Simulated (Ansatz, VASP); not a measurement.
# One calculation of SrTiO3, two programs

INCAR

```
PREC     = Accurate       # precision mode
ENCUT    = 520            # plane-wave cutoff, eV
EDIFF    = 1E-8           # SCF threshold, eV
ISMEAR   = -1             # smearing method
SIGMA    = 0.05           # smearing width, eV
LREAL    = False          # projectors in reciprocal space
LASPH    = True           # aspherical terms in the spheres
NELM     = 60             # most SCF steps
ALGO     = Normal         # electronic algorithm
ISIF     = 2              # what is computed and relaxed
LWAVE    = False          # write WAVECAR
LCHARG   = False          # write CHGCAR
GGA      = PS             # functional
LEFG     = True         
NBANDS   = 28             # bands
```

The input KPOINTS:

```
Automatic mesh
0
Gamma
  7 7 7
```

Contents of POSCAR:

```
SrTiO3
1.0
    3.7878500000      0.0000000000      0.0000000000
    0.0000000000      3.7878500000      0.0000000000
    0.0000000000      0.0000000000      3.9050000000
Sr Ti O
1 1 3
Direct
    0.0000000000      0.0000000000      0.0000000000
    0.5000000000      0.5000000000      0.5000000000
    0.0000000000      0.5000000000      0.5000000000
    0.5000000000      0.0000000000      0.5000000000
    0.5000000000      0.5000000000      0.0000000000
```

Input for Ansatz:

```yaml
crystal:
  lattice:
    - [3.78785, 0.0, 0.0]
    - [0.0, 3.78785, 0.0]
    - [0.0, 0.0, 3.905]
  atoms:
    - { symbol: Sr, position: [0.0, 0.0, 0.0] }
    - { symbol: Ti, position: [0.5, 0.5, 0.5] }
    - { symbol: O, position: [0.0, 0.5, 0.5] }
    - { symbol: O, position: [0.5, 0.0, 0.5] }
    - { symbol: O, position: [0.5, 0.5, 0.0] }
kpoints:
  mp_grid: { grid: [7, 7, 7] }
scf:
  occupations: { method: fermi_dirac, width: 0.05 }
hamiltonian:
  xc: pbesol
  pseudopotentials: { kind: paw }
output:
  forces: true
  stress: true
  eigenvalues: true
  efg: { contact_densities: true }
```

Change from the starting cell: equal xx and yy strain of -3 %, PAW files.

Alike in both runs: task electric field gradients; functional PBEsol; k mesh 7 × 7 × 7; occupations fermi-dirac, width 0.05 eV; no spin polarisation.

|  | VASP | Ansatz |
| --- | --- | --- |
| version | VASP 6.6.1 | Ansatz 0.2.0 |
| potentials or method | VASP PAW PBE potentials, release 64 (Sr_sv, Ti_sv, O) | PAW with Ansatz's default frozen-core files, scalar-relativistic |
| plane-wave cutoff (eV) | 520 | 420 |
| valence electrons in the cell | 40 | 40 |

Ansatz gave:

| Property | Result |
| --- | --- |
| gap on the k mesh at the Fermi level (eV) | 1.98 |
| pressure (GPa) | 10.7 |
| traceless stress, the component that is largest in VASP (GPa) | -6.01 |
| size of Vzz on the site where it differs most (V/Å²) | 13.7 |

What did VASP give for the same quantities?

gap on the k mesh at the Fermi level (eV): 1.94; pressure (GPa): 11.5; traceless stress, the component that is largest in VASP (GPa): -6.09; size of Vzz on the site where it differs most (V/Å²): 12.4.

VASP's potentials were made for PBE, not for PBEsol.
